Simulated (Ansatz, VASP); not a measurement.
Two plane-wave programs on Cu

```
Cu
1.0
    -1.44279    1.44279    1.37608
     1.44279   -1.44279    1.37608
     1.44279    1.44279   -1.37608
Cu
1
Cartesian
  0.0000 0.0000 0.0000
```

Alike in both runs: task single point; functional PBE; k mesh 10 × 10 × 10; occupations gaussian, width 0.05 eV; no spin polarisation.

```csv
,VASP,Ansatz
version,VASP 6.6.1,Ansatz 0.2.0
potentials or method,"VASP PAW PBE potentials, release 64 (Cu_sv_GW), cutoff 820 eV","scalar-relativistic, plane waves, PAW"
valence electrons in the cell,19,19
```

|  | VASP | Ansatz | Ansatz less VASP |
| --- | --- | --- | --- |
| gap on the k mesh at the Fermi level (eV) | none | none | - |
| pressure (GPa) | 6.4 | 7.2 | +0.83 |
| traceless stress, the component that is largest in VASP (GPa) | -0.71 | -0.73 | -0.014 |

A gap of «none» marks a metal or a gap that the smearing closes.
